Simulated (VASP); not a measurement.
Set up this calculation in VASP 6.6.1, as the native input.

```yaml
Task: single point
Functional: PBE
Potentials_or_basis: VASP PAW PBE potentials, release 64 (Zr_sv, Pd, C)
Cutoff: 520 eV
k_mesh: 12 × 12 × 12
Occupations: gaussian, width 0.1 eV
Spin: no spin polarisation
Dipole_correction: no
Further_INCAR_settings: ALGO = Normal; EDIFF = 1e-07; NBANDS = 29
```

The structure of Zr2PdC2 lies in POSCAR:

```
Zr2PdC2
1.0
   -2.0622154525      2.0622154525      4.7947666081
    2.0622154525     -2.0622154525      4.7947666081
    2.0622154525      2.0622154525     -4.7947666081
Zr Pd C
2 1 2
Direct
    0.3246509362      0.3246509362      0.0000000000
    0.6753490638      0.6753490638      0.0000000000
    0.0000000000      0.0000000000      0.0000000000
    0.2500000000      0.7500000000      0.5000000000
    0.7500000000      0.2500000000      0.5000000000
```

These files were run (other wordings do the same):

INCAR

```
  PREC = Accurate
  ENCUT = 520
  EDIFF = 1E-7
  ISMEAR = 0
  SIGMA = 0.1
  LREAL = F
  LASPH = T
  NELM = 60
  ALGO = Normal
  ISIF = 2
  LWAVE = F
  LCHARG = F
  GGA = PE
  NBANDS = 29
```

KPOINTS

```
Automatic mesh
0
Gamma
  12 12 12
```

Potentials or basis: VASP PAW PBE potentials, release 64 (Zr_sv, Pd, C).

Run with:

```bash
$ cat potpaw_PBE.64/Zr_sv/POTCAR potpaw_PBE.64/Pd/POTCAR potpaw_PBE.64/C/POTCAR > POTCAR
$ mpirun -np 1 vasp_std > vasp.out
```

Results of the run:

The pressure is 0.1 GPa and the largest force is 0.029 eV/Å. The band gap on the k mesh is zero (band 21 reaches 7.98 eV, above the bottom of band 22 at 6.59 eV).

Run time: 7.4 min on 1 thread of Intel(R) Xeon(R) Platinum 8375C CPU @ 2.90GHz (Ice Lake) (shared host), peak memory 0.52 GiB.
